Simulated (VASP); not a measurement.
Set up this calculation in VASP 6.6.1, as the native input.

```yaml
Task: single point
Functional: PBE
Potentials_or_basis: VASP PAW PBE potentials, release 64 (N, Ti_sv)
Cutoff: 520 eV
k_mesh: 9 × 9 × 1
Occupations: gaussian, width 0.1 eV
Spin: collinear spin
Starting_moments: "[0.0, 0.0, 0.0, 0.0, 3.0, 0.0, 0.0, 0.0] μB"
Dipole_correction: yes
Further_INCAR_settings: ALGO = Normal; EDIFF = 1e-06; NBANDS = 44
```

The structure of Ti3N5 lies in POSCAR:

```
Ti3N5
1.0
    3.0028555063      0.0000000000      0.0000000000
   -1.5014277532      2.6005491524      0.0000000000
    0.0000000000      0.0000000000     24.1233847547
N Ti
5 3
Direct
    0.3333333333      0.6666666667      0.1658142106
    0.0000000000      0.0000000000      0.2674509120
    0.6666666667      0.3333333333      0.3654788005
    0.3333333333      0.6666666667      0.4611038156
    0.7777777778      0.2222222222      0.5025573682
    0.6666666667      0.3333333333      0.2166325614
    0.3333333333      0.6666666667      0.3190139885
    0.0000000000      0.0000000000      0.4290633808
```

These files were run (other wordings do the same):

INCAR

```
SYSTEM = Ti3N5
ALGO = Normal
DIPOL = 0.5 0.5 0.341
EDIFF = 1E-6
ENCUT = 520
GGA = PE
IDIPOL = 3
ISIF = 2
ISMEAR = 0
ISPIN = 2
LASPH = .TRUE.
LCHARG = .FALSE.
LDIPOL = .TRUE.
LMAXMIX = 4
LORBIT = 11
LREAL = .FALSE.
LWAVE = .FALSE.
MAGMOM = 0 0 0 0 3 0 0 0
NBANDS = 44
NELM = 150
PREC = Accurate
SIGMA = 0.1
```

KPOINTS

```
k-points
0
G
  9 9 1
  0 0 0
```

Potentials or basis: VASP PAW PBE potentials, release 64 (N, Ti_sv).

Launch:

```console
$ cat potpaw_PBE.64/N/POTCAR potpaw_PBE.64/Ti_sv/POTCAR > POTCAR
$ mpirun -np 1 vasp_std > vasp.out
```

Results of the run:

| Item | Value |
| --- | --- |
| Largest force | 5.626 eV/Å |
| Net moment | 0.80 μB per cell |
| Site moments | N +0.05, +0.01, -0.00, +0.08, +0.40; Ti -0.02, +0.03, +0.07 μB |
| Valence electrons inside the program's atomic spheres | N 3.51, 3.75, 3.73, 3.38 (each value once); Ti 10.31, 10.37, 10.56 |

Caveat: a moment this small can come from the mesh or the smearing.

Wall time 15 min on 1 thread of Intel Xeon 8259CL, with other jobs on the host, peak memory 0.57 GiB.
